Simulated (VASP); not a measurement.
Set up this calculation in VASP 6.6.1, as the native input.

```
Task                   : single point
Functional             : PBE
Potentials or basis    : VASP PAW PBE potentials, release 64 (K_sv)
Cutoff                 : 520 eV
k mesh                 : 10 × 10 × 10
Occupations            : fermi-dirac, width 0.05 eV
Spin                   : no spin polarisation
Dipole correction      : no
Further INCAR settings : ALGO = Normal; EDIFF = 1e-06; NBANDS = 16
```

The structure of K lies in POSCAR:

```
K
1.0
   -4.0718575606      4.0718575606      2.1993142860
    4.0718575606     -4.0718575606      2.1993142860
    4.0718575606      4.0718575606     -2.1993142860
K
2
Direct
   -0.3750000000     -0.1250000000     -0.2500000000
    0.3750000000      0.1250000000      0.2500000000
```

The input as run:

INCAR

```
PREC = Accurate
ENCUT = 520
EDIFF = 1E-6
ISMEAR = -1
SIGMA = 0.05
LREAL = False
LASPH = True
NELM = 100
ALGO = Normal
ISIF = 2
LWAVE = False
LCHARG = False
GGA = PE
NBANDS = 16
```

KPOINTS

```
Automatic mesh
0
Gamma
  10 10 10
```

Potentials or basis: VASP PAW PBE potentials, release 64 (K_sv).

Command:

```bash
$ cat potpaw_PBE.64/K_sv/POTCAR > POTCAR
$ mpirun -np 1 vasp_std > vasp.out
```

It gave:

```
Pressure               : 0.2 GPa
Band gap on the k mesh : zero (bands 9 and 10 overlap by 1.62 eV)
```

Wall time 7.2 min on 1 thread of Intel Xeon 8259CL, on a shared host, peak memory 0.43 GiB.
